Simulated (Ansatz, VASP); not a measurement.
**PbO: VASP and Ansatz over several settings**

```
Pb O
1.0
     3.99000    0.00000    0.00000
     0.00000    3.99000    0.00000
     0.00000    0.00000    5.01000
Pb O
2 2
Cartesian
  1.9950 0.0000 3.8076
  0.0000 1.9950 1.2024
  1.9950 1.9950 0.0000
  0.0000 0.0000 0.0000
```

Single points on this cell with VASP 6.6.1 and Ansatz 0.2.0. Each row is one pair of runs. Alike in all rows: spin: off; Ansatz's potentials, cutoff: Ansatz PAW, 420 eV.

```csv
level,k mesh,smearing,"VASP's potentials, cutoff","gap on the k mesh at the Fermi level (eV), VASP","gap on the k mesh at the Fermi level (eV), Ansatz","least direct gap on the mesh (eV), VASP","least direct gap on the mesh (eV), Ansatz","pressure (GPa), VASP","pressure (GPa), Ansatz"
PBE,7 × 7 × 6,"gaussian, width 0.012 eV","VASP PAW PBE potentials, release 64 (Pb_d, O), 600 eV",1.42,1.41,2.37,2.39,3.0,3.0
PBE,4 × 4 × 3,"fermi-dirac, width 0.05 eV","VASP PAW PBE potentials, release 64 (Pb_d, O), 600 eV",1.16,1.15,2.11,2.11,3.0,3.0
PBE-based screened hybrid,4 × 4 × 3,"fermi-dirac, width 0.05 eV","VASP PAW PBE potentials, release 64 (Pb_d, O), 520 eV",1.41,1.40,2.53,2.53,1.5,1.4
```

Gap on the k mesh at the fermi level (eV): the two programs differ by at most 0.009; least direct gap on the mesh (eV): the two programs differ by at most 0.014; pressure (GPa): the two programs differ by at most 0.06.

Neither program's run includes spin-orbit coupling. Noted on Ansatz's runs: odd divisions of the mesh miss points on the zone boundary, where band edges often lie, so the gap on the mesh can be too wide.
